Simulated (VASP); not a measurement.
Crystal: HfO2.

```
CELL_PARAMETERS angstrom
0.00000 2.55750 2.55750
2.55750 0.00000 2.55750
2.55750 2.55750 0.00000
ATOMIC_POSITIONS crystal
Hf 0.00000 0.00000 0.00000
O 0.25000 0.25000 0.25000
O 0.75000 0.75000 0.75000
```

Base run:

- Program: VASP 6.6.1
- Functional: LDA
- Potentials or basis: VASP PAW LDA potentials, release 64 (Hf_pv, O)
- Cutoff: 600 eV
- k mesh: 6 × 6 × 6
- Occupations: methfessel-paxton, width 0.05 eV
- Spin: no spin polarisation

Its results: band gap on the k mesh 3.53 eV, direct; pressure -19.6 GPa.

Question: The run is repeated on the same cell with these changes: functional from LDA to r2SCAN; potentials or basis from VASP PAW LDA potentials, release 64 (Hf_pv, O) to VASP PAW PBE potentials, release 64 (Hf_pv, O); cutoff from 600 eV to 660 eV. What comes out?

Answer: Band gap on the k mesh 4.22 eV, direct; pressure -12.4 GPa.

Caveats: spin-orbit coupling is left out, which moves the levels of the heavy elements; the PAW data sets were made with another functional, which shifts forces and pressure a little (some runs).

A k mesh can miss the band edges.
